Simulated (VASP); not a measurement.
## AlAs: single point with PBE

AlAs:

```
CELL_PARAMETERS angstrom
0.00000 2.95625 2.95625
2.95625 0.00000 2.95625
2.95625 2.95625 0.00000
ATOMIC_POSITIONS crystal
Al 0.00000 0.00000 0.00000
As 0.25000 0.25000 0.25000
```

This cell differs from its parent crystal: volume scaled by 1.10.

```yaml
Program: VASP 6.6.1
Task: single point
Functional: PBE
Potentials_or_basis: VASP PAW PBE potentials, release 64 (Al, As)
Cutoff: 500 eV
k_mesh: 8 × 8 × 8
Occupations: gaussian, width 0.02 eV
Spin: no spin polarisation
Dipole_correction: no
Further_INCAR_settings: ALGO = Normal; EDIFF = 1e-06; NBANDS = 11
```

```yaml
Pressure: -5.1 GPa
Band_gap_on_the_k_mesh: 1.07 eV, direct
```

Levels at points of the mesh, in eV from the valence-band top:
| k point | band 2 | band 3 | band 4 | band 5 | band 6 | band 7 |
| --- | --- | --- | --- | --- | --- | --- |
| (0.00, 0.00, 0.00) | 0.00 | 0.00 | 0.00 | 1.07 | 4.07 | 4.07 |
| (0.50, 0.00, 0.00) | -5.04 | -0.73 | -0.73 | 1.67 | 4.57 | 4.57 |
| (0.50, 0.50, 0.00) | -5.01 | -1.90 | -1.90 | 1.64 | 2.26 | 9.33 |

Run time: 10 s on 1 thread of Intel Xeon 6975P-C, with other jobs on the host, peak memory 0.17 GiB.
